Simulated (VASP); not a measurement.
# BN (Fmm2) in VASP: further runs

BN is run at these levels: PBE+D3(BJ); tasks: single point.

All numbers are computed with VASP 6.6.1; they aren't measurements. Logs are shortened: lines on timing, memory, paths and dates and some standing lists are left out, and cuts for length are marked.

## Step 1: The cell of the first run

Symmetry: Fmm2, No. 42, orthorhombic system. Conventional cell: a = 2.701 Å, b = 7.195 Å, c = 3.738 Å, α = 90.00°, β = 90.00°, γ = 90.00°. B (site symmetry mm2) has 3 N at 1.25 to 1.49 Å within 1.7 Å. N (site symmetry mm2) has 3 B at 1.25 to 1.49 Å within 1.7 Å.

## Step 2: Single point, PBE+D3(BJ)

INCAR

```
PREC = Accurate
ENCUT = 520
EDIFF = 1E-7
ISMEAR = 0
SIGMA = 0.05
LREAL = F
LASPH = T
NELM = 60
ALGO = Normal
ISIF = 2
LWAVE = F
LCHARG = F
GGA = PE
IVDW = 12
NBANDS = 11
```

KPOINTS

```
Automatic mesh
0
Gamma
  12 12 12
```

POSCAR

```
BN
1.0
    0.0000000000      3.5973481379      1.8690426820
    1.3506608539      0.0000000000      1.8690426820
    1.3506608539      3.5973481379      0.0000000000
B N
1 1
Direct
    0.0001068737      0.0001068737      0.9998931263
    0.6665931163      0.6665931163      0.3334068837
```

Potentials or basis: VASP PAW PBE potentials, release 64 (B, N).

Started as:

```sh
$ cat potpaw_PBE.64/B/POTCAR potpaw_PBE.64/N/POTCAR > POTCAR
$ mpirun -np 1 vasp_std > vasp.out
```

OUTCAR:

```text
PREC = Accurate
   ENCUT = 520
   EDIFF = 1E-7
   ISMEAR = 0
   LREAL = F
   LASPH = T
   NELM = 60
   ISIF = 2
   GGA = PE
   IVDW = 12
 IVDW          = 12

 ion  position               nearest neighbor table
   1  0.000  0.000  1.000-   2 1.25   2 1.49   2 1.49
   2  0.667  0.667  0.333-   1 1.25   1 1.49   1 1.49

  LATTYP: Found a face centered orthorhombic cell.
 ALAT       =     2.7013217078
 B/A-ratio  =     1.3837986617
 C/A-ratio  =     2.6633985338

  Lattice vectors:

 A1 = (   0.0000000000,   3.5973481379,   1.8690426820)
 A2 = (  -1.3506608539,   3.5973481379,   0.0000000000)
 A3 = (  -1.3506608539,   0.0000000000,   1.8690426820)

Analysis of symmetry for initial positions (statically):
=====================================================================
 Subroutine PRICEL returns:
 Original cell was already a primitive cell.

 Routine SETGRP: Setting up the symmetry group for a
 face centered orthorhombic supercell.

 Subroutine GETGRP returns: Found  4 space group operations
 (whereof  4 operations were pure point group operations)
 out of a pool of  8 trial point group operations.

The static configuration has the point symmetry C_2v.

Analysis of symmetry for dynamics (positions and initial velocities):
=====================================================================
 Subroutine PRICEL returns:
 Original cell was already a primitive cell.

 Routine SETGRP: Setting up the symmetry group for a
 face centered orthorhombic supercell.

 Subroutine GETGRP returns: Found  4 space group operations
 (whereof  4 operations were pure point group operations)
 out of a pool of  8 trial point group operations.

The dynamic configuration has the point symmetry C_2v.

 Subroutine INISYM returns: Found  4 space group operations
 (whereof  4 operations are pure point group operations),
 and found     1 'primitive' translations

----------------------------------------------------------------------------------------

                                     Primitive cell

  volume of cell :      18.1626

  direct lattice vectors                    reciprocal lattice vectors
     0.000000000  3.597348138  1.869042682    -0.370189155  0.138991274  0.267516630
     1.350660854  0.000000000  1.869042682     0.370189155 -0.138991274  0.267516630
     1.350660854  3.597348138  0.000000000     0.370189155  0.138991274 -0.267516630

  length of vectors
     4.053915906  2.305993341  3.842551023     0.477413586  0.477413586  0.477413586

  position of ions in fractional coordinates (direct lattice)
     0.000106874  0.000106874  0.999893126
     0.666593116  0.666593116  0.333406884

  ion indices of the primitive-cell ions
   primitive index   ion index
                 1           1
                 2           2

----------------------------------------------------------------------------------------

 KPOINTS: Automatic mesh

Automatic generation of k-mesh.
 Grid dimensions read from file:
 generate k-points for:   12   12   12

 Generating k-lattice:

  Cartesian coordinates                     Fractional coordinates (reciprocal lattice)
    -0.030849096  0.011582606  0.022293053     0.083333333 -0.000000000 -0.000000000
     0.030849096 -0.011582606  0.022293053     0.000000000  0.083333333  0.000000000
     0.030849096  0.011582606 -0.022293053     0.000000000  0.000000000  0.083333333

  Length of vectors
     0.039784465  0.039784465  0.039784465

  Shift w.r.t. Gamma in fractional coordinates (k-lattice)
     0.000000000  0.000000000  0.000000000

 Subroutine IBZKPT returns following result:
 ===========================================

 Found    280 irreducible k-points:

 Following reciprocal coordinates:
            Coordinates               Weight
  0.000000  0.000000  0.000000      1.000000
  0.083333 -0.000000  0.000000      8.000000
  0.166667  0.000000  0.000000      8.000000
  0.250000  0.000000  0.000000      8.000000
  0.333333 -0.000000  0.000000      8.000000
  0.416667 -0.000000  0.000000      8.000000
[... 16 lines left out ...]
  0.500000  0.166667  0.000000      8.000000
 -0.416667  0.166667  0.000000      8.000000
 [... further k-points ...]
   k-points           NKPTS =    280   k-points in BZ     NKDIM =    280   number of bands    NBANDS=     11
   number of dos      NEDOS =    301   number of ions     NIONS =      2
   total plane-waves  NPLWV =  16200
   dimension x,y,z NGX =    30 NGY =   18 NGZ =   30
   dimension x,y,z NGXF=    60 NGYF=   36 NGZF=   60
   ions per type =               1   1
   NGX,Y,Z   is equivalent  to a cutoff of  12.30, 12.98, 12.98 a.u.
   NGXF,Y,Z  is equivalent  to a cutoff of  24.61, 25.95, 25.96 a.u.
 SYSTEM =  unknown system
   PREC   = accura    normal or accurate (medium, high low for compatibility)
   ISTART =      0    job   : 0-new  1-cont  2-samecut
   ICHARG =      2    charge: 1-file 2-atom 10-const
   ISPIN  =      1    spin polarized calculation?
   LNONCOLLINEAR =      F non collinear calculations
   LSORBIT =      F    spin-orbit coupling
   LASPH  =      T    aspherical Exc in radial PAW
   ENCUT  =  520.0 eV  38.22 Ry    6.18 a.u.   7.54  4.29  7.14*2*pi/ulx,y,z
   NELM   =     60;   NELMIN=  2; NELMDL= -5     # of ELM steps
   EDIFF  = 0.1E-06   stopping-criterion for ELM
   LREAL  =      F    real-space projection
   EDIFFG = 0.1E-05   stopping-criterion for IOM
   NSW    =      0    number of steps for IOM
   IBRION =     -1    ionic relax: 0-MD 1-quasi-New 2-CG
   NFREE  =      0    steps in history (QN), initial steepest desc. (CG)
   ISIF   =      2    stress and relaxation
   ISYM   =      2    0-nonsym 1-usesym 2-fastsym
   POTIM  = 0.5000    time-step for ionic-motion
   TEBEG  =    0.0;   TEEND  =   0.0 temperature during run
   PSTRESS=    0.0 pullay stress
   NELECT =       8.0000    total number of electrons
   NUPDOWN=      -1.0000    fix difference up-down
   EMIN   =  10.00;   EMAX   =-10.00  energy-range for DOS
   EFERMI =   0.00;   METHOD = LEGACY
   ISMEAR =     0;   SIGMA  =   0.05  broadening in eV -4-tet -1-fermi 0-gaus
   EFERMI_NEDOS =   21; number of points for ismear=-14 and -15
   IALGO  =     38    algorithm
   IMIX   =      4    mixing-type and parameters
     AMIX     =   0.40;   BMIX     =  1.00
     AMIX_MAG =   1.60;   BMIX_MAG =  1.00
  volume/ion in A,a.u.               =       9.08        61.28
  Fermi-wavevector in a.u.,A,eV,Ry     =   1.245601  2.353844 21.109725  1.551521
  Thomas-Fermi vector in A             =   2.379816
   LORBIT       =      0    0 simple, 1 ext, 2 COOP (PROOUT), +10 PAW based schemes
   GGA     = PE    functional components
   LHFCALC =     F    Hartree Fock is set to
   AEXX    =    0.0000 exact exchange contribution
   IVDW    =    12    specifies the selected vdW correction
   LEPSILON=     F    determine dielectric tensor
   LRPA    =     F    only Hartree local field effects (RPA)
 non-spin polarized calculation
 Gauss-broadening in eV      SIGMA  =   0.05
  energy-cutoff  :      520.00
  volume of cell :       18.16
 maximum number of plane-waves:       499
   NGX = 15   NGY =  9   NGZ = 15

 number of electron       8.0000001 magnetization

 Free energy of the ion-electron system (eV)
  ---------------------------------------------------
  ext. energy  EPLUGINS =         0.00000000
  ---------------------------------------------------
  free energy    TOTEN  =       -16.17692687 eV

  energy without entropy =      -16.17692687  energy(sigma->0) =      -16.17692687

 E-fermi :   2.9367     XC(G=0):  -9.7497

 val. band max:        2.7438548135   @ k =   0.5000   0.5000   0.0000
 cond. band min:       6.7965680934   @ k =   0.0000   0.0000   0.0000
 fundamental gap:      4.0527132799
 Fermi energy:         2.9367095505

 k-point     1 :       0.0000    0.0000    0.0000
  band No.  band energies     occupation
      1     -16.3292      2.00000
      2      -3.0469      2.00000
      3       0.9457      2.00000
      4       1.1061      2.00000
      5       6.7966      0.00000
      6      12.4722      0.00000
      7      13.8319      0.00000
      8      16.0192      0.00000
      9      23.6957      0.00000
     10      27.3578      0.00000
     11      30.2618      0.00000

 k-point     2 :       0.0833   -0.0000    0.0000
  band No.  band energies     occupation
      1     -16.1961      2.00000
      2      -2.9051      2.00000
      3       0.2066      2.00000
      4       0.9963      2.00000
      5       7.0858      0.00000
      6      13.0422      0.00000
      7      14.1980      0.00000
      8      15.5112      0.00000
      9      23.6488      0.00000
     10      26.3504      0.00000
     11      29.7032      0.00000

 k-point     3 :       0.1667    0.0000    0.0000
  band No.  band energies     occupation
      1     -15.8046      2.00000
      2      -2.4854      2.00000
      3      -1.4756      2.00000
      4       0.6542      2.00000
      5       7.8904      0.00000
      6      13.9378      0.00000
      7      14.2049      0.00000
      8      15.4143      0.00000
      9      23.6407      0.00000
     10      24.5572      0.00000
     11      29.0552      0.00000
[... 267 lines left out ...]
 k-point    23 :       0.5000    0.1667    0.0000
  band No.  band energies     occupation
      1     -13.0479      2.00000
      2      -6.8870      2.00000
      3      -1.9296      2.00000
      4       0.8764      2.00000
      5       7.5595      0.00000
      6      13.4914      0.00000
      7      16.3143      0.00000
      8      18.4986      0.00000
      9      18.9101      0.00000
     10      24.0364      0.00000
     11      26.1619      0.00000

 k-point    24 :      -0.4167    0.1667    0.0000
  band No.  band energies     occupation
      1     -12.9593      2.00000
      2      -7.0227      2.00000
      3      -2.2142      2.00000
      4       0.8347      2.00000
      5       7.4044      0.00000
      6      14.5331      0.00000
      7      17.1364      0.00000
      8      18.3315      0.00000
      9      19.6609      0.00000
     10      22.4995      0.00000
     11      25.8119      0.00000

 [... further k-points ...]

------------------------ aborting loop because EDIFF is reached ----------------------------------------

 Edisp (eV)   -0.27067

 E8    (eV) :    -0.0785

  FORCE on cell =-STRESS in cart. coord.  units (eV):
  Direction    XX          YY          ZZ          XY          YZ          ZX
  --------------------------------------------------------------------------------------
  -------------------------------------------------------------------------------------
  Total      -3.50566    -0.25581    18.34179     0.00000     0.00000     0.00000
  in kB    -309.24510   -22.56573  1617.98472     0.00000     0.00000     0.00000
  external pressure =      428.72 kB  Pullay stress =        0.00 kB

 VOLUME and BASIS-vectors are now :
 -----------------------------------------------------------------------------
  energy-cutoff  :      520.00
  volume of cell :       18.16
      direct lattice vectors                 reciprocal lattice vectors
     0.000000000  3.597348138  1.869042682    -0.370189155  0.138991274  0.267516630
     1.350660854  0.000000000  1.869042682     0.370189155 -0.138991274  0.267516630
     1.350660854  3.597348138  0.000000000     0.370189155  0.138991274 -0.267516630

 POSITION                                       TOTAL-FORCE (eV/Angst)
 -----------------------------------------------------------------------------------
      1.35066      3.59735      0.00040         0.000000      0.000000      7.149331
      1.35066      3.59735      2.49178         0.000000      0.000000     -7.149331
 -----------------------------------------------------------------------------------
    total drift:                                0.000003      0.000000      0.000058

  FREE ENERGIE OF THE ION-ELECTRON SYSTEM (eV)
  ---------------------------------------------------
  free  energy   TOTEN  =       -16.4475969751 eV

  energy  without entropy=      -16.4475969751  energy(sigma->0) =      -16.44759698
```

It took 73 s on 1 thread of Intel Xeon 8259CL, shared host; peak memory 0.19 GiB.

What came out:

| Item | Value |
| --- | --- |
| Free energy | -16.4476 eV |
| Pressure | 42.9 GPa |
| Largest force | 7.149 eV/Å |
| Band gap on the k mesh | 4.05 eV (least direct gap 4.79 eV) |
| Dispersion energy per atom | -0.135 eV |

Forces on the atoms (eV/Å):
```
B    0.000  0.000  7.149
N    0.000  0.000 -7.149
```

Caveat: the cell stands under pressure; forces of over 1 eV/Å act on the atoms, so gaps and moduli don't describe the material at rest. A k mesh can miss the band edges.

(Continued in part 2 of 2.)
